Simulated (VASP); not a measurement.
# RbZn4S3 (P4/mmm) in VASP: further runs

Runs on RbZn4S3. Level: r2SCAN. Tasks: single point.

All numbers are computed with VASP 6.6.1; they aren't measurements. Logs are shortened: lines on timing, memory, paths and dates and some standing lists are left out, and cuts for length are marked.

## (1) The cell of the first run

The structure is tetragonal, space group P4/mmm (No. 123). The conventional cell has a = 4.178 Å, b = 4.178 Å, c = 10.568 Å, α = 90.00°, β = 90.00°, γ = 90.00°. Within 5.0 Å of Rb (site symmetry 4/mmm) lie 8 S at 3.77 Å and 4 Rb at 4.18 Å and 8 Zn at 4.22 Å. Within 3.3 Å of S (site symmetry 4mm) lie 4 Zn at 2.47 Å. Within 3.5 Å of S (site symmetry 4/mmm) lie 8 Zn at 2.64 Å. Within 3.3 Å of Zn (site symmetry 2mm) lie 4 S at 2.47 to 2.64 Å and 5 Zn at 2.95 to 3.24 Å.

## (2) Single point, r2SCAN

Contents of POSCAR:

```
RbZn4S3
1.0
    4.1784300000      0.0000000000      0.0000000000
    0.0000000000      4.1784300000      0.0000000000
    0.0000000000      0.0000000000     10.5681460000
Rb S Zn
1 3 4
Direct
    0.0000000000      0.0000000000      0.5000000000
    0.5000000000      0.5000000000      0.2777100000
    0.5000000000      0.5000000000      0.7222900000
    0.0000000000      0.0000000000      0.0000000000
    0.0000000000      0.5000000000      0.1533900000
    0.5000000000      0.0000000000      0.1533900000
    0.0000000000      0.5000000000      0.8466100000
    0.5000000000      0.0000000000      0.8466100000
```

Contents of INCAR.step1:

```
SYSTEM = RbZn4S3
ALGO     = Normal         ! electronic algorithm
EDIFF    = 1E-4           ! SCF threshold, eV
ENCUT    = 520            ! plane-wave cutoff, eV
GGA      = PE             ! functional
ISMEAR   = -1             ! smearing method
LASPH    = .True.         ! aspherical terms in the spheres
LCHARG   = .False.        ! write CHGCAR
LREAL    = .False.        ! projectors in reciprocal space
LWAVE    = .True.         ! write WAVECAR
NBANDS   = 48             ! bands
NELM     = 60             ! most SCF steps
PREC     = Accurate       ! precision mode
SIGMA    = 0.1            ! smearing width, eV
```

Contents of INCAR.step2:

```
SYSTEM = RbZn4S3
ALGO     = Normal         ! electronic algorithm
EDIFF    = 1E-6           ! SCF threshold, eV
ENCUT    = 520            ! plane-wave cutoff, eV
ISIF     = 2              ! what is computed and relaxed
ISMEAR   = -1             ! smearing method
ISTART   = 1            
LASPH    = .True.         ! aspherical terms in the spheres
LCHARG   = .True.         ! write CHGCAR
LELF     = .True.         ! ELF
LMIXTAU  = .True.       
LREAL    = .False.        ! projectors in reciprocal space
LVHAR    = .True.       
LWAVE    = .False.        ! write WAVECAR
METAGGA  = R2SCAN         ! meta-GGA
NBANDS   = 48             ! bands
NELM     = 60             ! most SCF steps
PREC     = Accurate       ! precision mode
SIGMA    = 0.1            ! smearing width, eV
```

Contents of KPOINTS:

```
k-points
0
Gamma
  4 4 2
  0 0 0
```

Potentials or basis: VASP PAW PBE potentials, release 64 (Rb_sv, S, Zn).

Started as:

```sh
$ cat potpaw_PBE.64/Rb_sv/POTCAR potpaw_PBE.64/S/POTCAR potpaw_PBE.64/Zn/POTCAR > POTCAR
$ cp INCAR.step1 INCAR
$ mpirun -np 1 vasp_std > vasp.out
$ cp INCAR.step2 INCAR
$ mpirun -np 1 vasp_std > vasp.out
```

OUTCAR:

```text
SYSTEM = RbZn4S3
   EDIFF = 1E-6
   ENCUT = 520
   ISIF = 2
   ISMEAR = -1
   ISTART = 1
   LASPH = .True.
   LREAL = .False.
   METAGGA = R2SCAN
   NELM = 60
   PREC = Accurate

 ion  position               nearest neighbor table
   1  0.000  0.000  0.500-   2 3.77   3 3.77   2 3.77   3 3.77   2 3.77   3 3.77   2 3.77   3 3.77
                             5 4.22   7 4.22   7 4.22   8 4.22   6 4.22   8 4.22   5 4.22   6 4.22
   2  0.500  0.500  0.278-   5 2.47   6 2.47   6 2.47   5 2.47   1 3.77   1 3.77   1 3.77   1 3.77

   3  0.500  0.500  0.722-   7 2.47   8 2.47   8 2.47   7 2.47   1 3.77   1 3.77   1 3.77   1 3.77

   4  0.000  0.000  0.000-   5 2.64   6 2.64   7 2.64   8 2.64   5 2.64   7 2.64   6 2.64   8 2.64

   5  0.000  0.500  0.153-   2 2.47   2 2.47   4 2.64   4 2.64   6 2.95   6 2.95   6 2.95   6 2.95
                             1 4.22   1 4.22
   6  0.500  0.000  0.153-   2 2.47   2 2.47   4 2.64   4 2.64   5 2.95   5 2.95   5 2.95   5 2.95
                             1 4.22   1 4.22
   7  0.000  0.500  0.847-   3 2.47   3 2.47   4 2.64   4 2.64   8 2.95   8 2.95   8 2.95   8 2.95
                             1 4.22   1 4.22
   8  0.500  0.000  0.847-   3 2.47   3 2.47   4 2.64   4 2.64   7 2.95   7 2.95   7 2.95   7 2.95
                             1 4.22   1 4.22

  LATTYP: Found a simple tetragonal cell.
 ALAT       =     4.1784300000
 C/A-ratio  =     2.5292145615

  Lattice vectors:

 A1 = (   4.1784300000,   0.0000000000,   0.0000000000)
 A2 = (   0.0000000000,   4.1784300000,   0.0000000000)
 A3 = (   0.0000000000,   0.0000000000,  10.5681460000)

Analysis of symmetry for initial positions (statically):
=====================================================================
 Subroutine PRICEL returns:
 Original cell was already a primitive cell.

 Routine SETGRP: Setting up the symmetry group for a
 simple tetragonal supercell.

 Subroutine GETGRP returns: Found 16 space group operations
 (whereof 16 operations were pure point group operations)
 out of a pool of 16 trial point group operations.

The static configuration has the point symmetry D_4h.

Analysis of symmetry for dynamics (positions and initial velocities):
=====================================================================
 Subroutine PRICEL returns:
 Original cell was already a primitive cell.

 Routine SETGRP: Setting up the symmetry group for a
 simple tetragonal supercell.

 Subroutine GETGRP returns: Found 16 space group operations
 (whereof 16 operations were pure point group operations)
 out of a pool of 16 trial point group operations.

The dynamic configuration has the point symmetry D_4h.

 Subroutine INISYM returns: Found 16 space group operations
 (whereof 16 operations are pure point group operations),
 and found     1 'primitive' translations

----------------------------------------------------------------------------------------

                                     Primitive cell

  volume of cell :     184.5122

  direct lattice vectors                    reciprocal lattice vectors
     4.178430000  0.000000000  0.000000000     0.239324340  0.000000000  0.000000000
     0.000000000  4.178430000  0.000000000     0.000000000  0.239324340  0.000000000
     0.000000000  0.000000000 10.568146000     0.000000000  0.000000000  0.094623977

  length of vectors
     4.178430000  4.178430000 10.568146000     0.239324340  0.239324340  0.094623977

  position of ions in fractional coordinates (direct lattice)
     0.000000000  0.000000000  0.500000000
     0.500000000  0.500000000  0.277710000
     0.500000000  0.500000000  0.722290000
     0.000000000  0.000000000  0.000000000
     0.000000000  0.500000000  0.153390000
     0.500000000  0.000000000  0.153390000
     0.000000000  0.500000000  0.846610000
     0.500000000  0.000000000  0.846610000

  ion indices of the primitive-cell ions
   primitive index   ion index
                 1           1
                 2           2
                 3           3
                 4           4
                 5           5
                 6           6
                 7           7
                 8           8

----------------------------------------------------------------------------------------

 KPOINTS: k-points

Automatic generation of k-mesh.
 Grid dimensions read from file:
 generate k-points for:    4    4    2

 Generating k-lattice:

  Cartesian coordinates                     Fractional coordinates (reciprocal lattice)
     0.059831085  0.000000000  0.000000000     0.250000000  0.000000000  0.000000000
     0.000000000  0.059831085  0.000000000     0.000000000  0.250000000  0.000000000
     0.000000000  0.000000000  0.047311988     0.000000000  0.000000000  0.500000000

  Length of vectors
     0.059831085  0.059831085  0.047311988

  Shift w.r.t. Gamma in fractional coordinates (k-lattice)
     0.000000000  0.000000000  0.000000000

 Subroutine IBZKPT returns following result:
 ===========================================

 Found     12 irreducible k-points:

 Following reciprocal coordinates:
            Coordinates               Weight
  0.000000  0.000000  0.000000      1.000000
  0.250000  0.000000  0.000000      4.000000
  0.500000  0.000000  0.000000      2.000000
  0.250000  0.250000  0.000000      4.000000
  0.500000  0.250000  0.000000      4.000000
  0.500000  0.500000  0.000000      1.000000
  0.000000  0.000000  0.500000      1.000000
  0.250000  0.000000  0.500000      4.000000
  0.500000  0.000000  0.500000      2.000000
  0.250000  0.250000  0.500000      4.000000
  0.500000  0.250000  0.500000      4.000000
  0.500000  0.500000  0.500000      1.000000
   k-points           NKPTS =     12   k-points in BZ     NKDIM =     12   number of bands    NBANDS=     48
   number of dos      NEDOS =    301   number of ions     NIONS =      8
   total plane-waves  NPLWV =  81920
   dimension x,y,z NGX =    32 NGY =   32 NGZ =   80
   dimension x,y,z NGXF=    64 NGYF=   64 NGZF=  160
   ions per type =               1   3   4
   NGX,Y,Z   is equivalent  to a cutoff of  12.73, 12.73, 12.58 a.u.
   NGXF,Y,Z  is equivalent  to a cutoff of  25.46, 25.46, 25.17 a.u.
 SYSTEM =  RbZn4S3
   PREC   = accura    normal or accurate (medium, high low for compatibility)
   ISTART =      1    job   : 0-new  1-cont  2-samecut
   ICHARG =      0    charge: 1-file 2-atom 10-const
   ISPIN  =      1    spin polarized calculation?
   LNONCOLLINEAR =      F non collinear calculations
   LSORBIT =      F    spin-orbit coupling
   LASPH  =      T    aspherical Exc in radial PAW
   ENCUT  =  520.0 eV  38.22 Ry    6.18 a.u.   7.77  7.77 19.65*2*pi/ulx,y,z
   NELM   =     60;   NELMIN=  2; NELMDL=  0     # of ELM steps
   EDIFF  = 0.1E-05   stopping-criterion for ELM
   LREAL  =      F    real-space projection
   EDIFFG = 0.1E-04   stopping-criterion for IOM
   NSW    =      0    number of steps for IOM
   IBRION =     -1    ionic relax: 0-MD 1-quasi-New 2-CG
   NFREE  =      0    steps in history (QN), initial steepest desc. (CG)
   ISIF   =      2    stress and relaxation
   ISYM   =      2    0-nonsym 1-usesym 2-fastsym
   POTIM  = 0.5000    time-step for ionic-motion
   TEBEG  =    0.0;   TEEND  =   0.0 temperature during run
   PSTRESS=    0.0 pullay stress
   NELECT =      75.0000    total number of electrons
   NUPDOWN=      -1.0000    fix difference up-down
   EMIN   =  10.00;   EMAX   =-10.00  energy-range for DOS
   EFERMI =   0.00;   METHOD = LEGACY
   ISMEAR =    -1;   SIGMA  =   0.10  broadening in eV -4-tet -1-fermi 0-gaus
   EFERMI_NEDOS =   21; number of points for ismear=-14 and -15
   IALGO  =     38    algorithm
   IMIX   =      4    mixing-type and parameters
     AMIX     =   0.40;   BMIX     =  1.00
     AMIX_MAG =   1.60;   BMIX_MAG =  1.00
  volume/ion in A,a.u.               =      23.06       155.64
  Fermi-wavevector in a.u.,A,eV,Ry     =   1.212701  2.291672 20.009307  1.470643
  Thomas-Fermi vector in A             =   2.348176
   LORBIT       =      0    0 simple, 1 ext, 2 COOP (PROOUT), +10 PAW based schemes
   METAGGA = R2SCAN    functional components
   LHFCALC =     F    Hartree Fock is set to
   AEXX    =    0.0000 exact exchange contribution
   IVDW    =     0    specifies the selected vdW correction
   LEPSILON=     F    determine dielectric tensor
   LRPA    =     F    only Hartree local field effects (RPA)
 non-spin polarized calculation
  energy-cutoff  :      520.00
  volume of cell :      184.51
 maximum number of plane-waves:      5000
 NGX is ok and might be reduce to    32
   NGX = 15   NGY = 15   NGZ = 39

 number of electron      74.9999935 magnetization

 Free energy of the ion-electron system (eV)
  ---------------------------------------------------
  ext. energy  EPLUGINS =         0.00000000
  ---------------------------------------------------
  free energy    TOTEN  =       -75.83226815 eV

  energy without entropy =      -75.66880334  energy(sigma->0) =      -75.75053575

 E-fermi :   3.6997     XC(G=0):  -9.6911

 val. band max:        3.6728675114   @ k =   0.2500   0.0000   0.5000
 cond. band min:       3.7211678964   @ k =   0.5000   0.5000   0.5000
 fundamental gap:      0.0483003850
 Fermi energy:         3.6997489585

 k-point     1 :       0.0000    0.0000    0.0000
  band No.  band energies     occupation
      1     -26.3285      2.00000
      2     -12.2176      2.00000
      3     -11.6589      2.00000
      4     -11.3548      2.00000
      5      -9.7746      2.00000
      6      -9.7746      2.00000
[... 40 lines left out ...]
     47       7.8064      0.00000
     48       8.2813      0.00000

 k-point     2 :       0.2500    0.0000    0.0000
  band No.  band energies     occupation
      1     -26.3204      2.00000
      2     -12.0268      2.00000
      3     -11.5171      2.00000
      4     -11.3615      2.00000
      5      -9.8905      2.00000
      6      -9.7938      2.00000
[... 502 lines left out ...]
 k-point    12 :       0.5000    0.5000    0.5000
  band No.  band energies     occupation
      1     -26.2968      2.00000
      2     -11.5358      2.00000
      3     -11.1538      2.00000
      4     -11.1396      2.00000
      5     -10.0223      2.00000
      6     -10.0223      2.00000
[... 40 lines left out ...]
     47       9.0004      0.00000
     48       9.0004      0.00000

------------------------ aborting loop because EDIFF is reached ----------------------------------------

  FORCE on cell =-STRESS in cart. coord.  units (eV):
  Direction    XX          YY          ZZ          XY          YZ          ZX
  --------------------------------------------------------------------------------------
  -------------------------------------------------------------------------------------
  Total        1.0277834      1.0277834     -2.2908132      0.0000000      0.0000000     -0.0000000
  in kB        8.9245665      8.9245665    -19.8918504      0.0000000      0.0000000     -0.0000000
  external PRESSURE =      -0.6809058 kB  Pullay stress =       0.0000000 kB

 VOLUME and BASIS-vectors are now :
 -----------------------------------------------------------------------------
  energy-cutoff  :      520.00
  volume of cell :      184.51
      direct lattice vectors                 reciprocal lattice vectors
     4.178430000  0.000000000  0.000000000     0.239324340  0.000000000  0.000000000
     0.000000000  4.178430000  0.000000000     0.000000000  0.239324340  0.000000000
     0.000000000  0.000000000 10.568146000     0.000000000  0.000000000  0.094623977

 POSITION                                       TOTAL-FORCE (eV/Angst)
 -----------------------------------------------------------------------------------
      0.00000      0.00000      5.28407         0.000000      0.000000     -0.000000
      2.08921      2.08921      2.93488         0.000000      0.000000      0.185295
      2.08921      2.08921      7.63327         0.000000      0.000000     -0.185295
      0.00000      0.00000      0.00000         0.000000      0.000000     -0.000000
      0.00000      2.08921      1.62105        -0.000000     -0.000000     -0.076960
      2.08921      0.00000      1.62105         0.000000     -0.000000     -0.076960
      0.00000      2.08921      8.94710         0.000000     -0.000000      0.076960
      2.08921      0.00000      8.94710         0.000000      0.000000      0.076960
 -----------------------------------------------------------------------------------
    total drift:                                0.000000      0.000000      0.000000

  FREE ENERGIE OF THE ION-ELECTRON SYSTEM (eV)
  ---------------------------------------------------
  free  energy   TOTEN  =       -75.8322681524 eV

  energy  without entropy=      -75.6688033414  energy(sigma->0) =      -75.75053575
```

Run time: 9.1 min. Hardware: 1 thread of Oxide Virtual Turin-like, shared host; peak memory 0.31 GiB.

What came out:

* Free energy: -75.8323 eV
* Pressure: -0.1 GPa
* Largest force: 0.185 eV/Å

Forces in eV/Å, atoms in the order of the input:
```
Rb   0.000  0.000  0.000
S    0.000  0.000  0.185
S    0.000  0.000 -0.185
S    0.000  0.000  0.000
Zn   0.000  0.000 -0.077
Zn   0.000  0.000 -0.077
Zn   0.000  0.000  0.077
Zn   0.000  0.000  0.077
```

Caveat: the k points lie up to 0.38 Å⁻¹ apart; the PAW data sets were made with another functional, which shifts forces and pressure a little.

(Part 1 of 2 ends here.)
